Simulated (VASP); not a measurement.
A run of VASP 6.6.1 is set up as follows.

INCAR

```
ALGO = Normal ; EDIFF = 1E-6
ENCUT = 520 ; GGA = PE
ISIF = 2 ; ISMEAR = 0
LASPH = True ; LCHARG = False
LREAL = False ; LWAVE = False
NBANDS = 16 ; NELM = 80
PREC = Accurate ; SIGMA = 0.1
```

Contents of KPOINTS:

```
k-points
0
Gamma
  21 21 6
```

The input POSCAR:

```
C
1.0
    1.2807435084     -2.1954468575      0.0000000000
    1.2807435084      2.1954468575      0.0000000000
    0.0000000000      0.0000000000      6.7968864006
C
4
Direct
    0.1175802777      0.8824197223      0.7480509855
    0.6175802777      0.3824197223      0.2519490145
    0.8824197223      0.1175802777      0.2519490145
    0.3824197223      0.6175802777      0.7480509855
```

Potentials or basis: VASP PAW PBE potentials, release 64 (C).

Run with:

```console
$ cat potpaw_PBE.64/C/POTCAR > POTCAR
$ mpirun -np 1 vasp_std > vasp.out
```

Predict the pressure.

24.5 GPa.

Predict the largest force.

20.116 eV/Å.

Forces on the atoms (eV/Å):
```
C     0.000  20.116   0.007
C     0.000  20.116  -0.007
C     0.000 -20.116  -0.007
C     0.000 -20.116   0.007
```

Caveat: the cell differs from its parent crystal (strained); the stress differs along the axes, from -19 to 91 GPa; this functional lacks dispersion, which binds layers or chains, so the pressure and a relaxed spacing across them are unreliable; forces of over 1 eV/Å act on the atoms, so gaps and moduli don't describe the material at rest.
